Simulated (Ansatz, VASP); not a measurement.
**One calculation of Pt, two programs**

```xyz
2
Lattice="2.7366 0.0000 0.0000 -1.3683 2.3700 0.0000 0.0000 0.0000 4.7618" Properties=species:S:1:pos:R:3 pbc="T T T"
Pt    0.0000    1.5800    1.1904
Pt    1.3683    0.7900    3.5713
```

Alike in both runs: task single point; functional BLYP; k mesh 14 × 14 × 7; occupations fermi-dirac, width 0.1 eV; no spin polarisation.

```csv
,VASP,Ansatz
version,VASP 6.6.1,Ansatz 0.2.0
potentials or method,"VASP PAW PBE potentials, release 64 (Pt), cutoff 520 eV","plane waves (420 eV) with PAW, scalar-relativistic"
valence electrons in the cell,20,36
```

VASP gave:

| Property | Result |
| --- | --- |
| pressure (GPa) | 21.7 |
| traceless stress, the component that is largest in VASP (GPa) | -2.65 |

Problem. What did Ansatz give for the same quantities?

Solution. Pressure (GPa): 20.3; traceless stress, the component that is largest in VASP (GPa): -2.28.

VASP's potentials were made for PBE, not for BLYP. VASP's potentials hold 20 valence electrons a cell and Ansatz's 36, so a difference there can come from the potentials and not from the codes.

Neither program's run includes spin-orbit coupling.
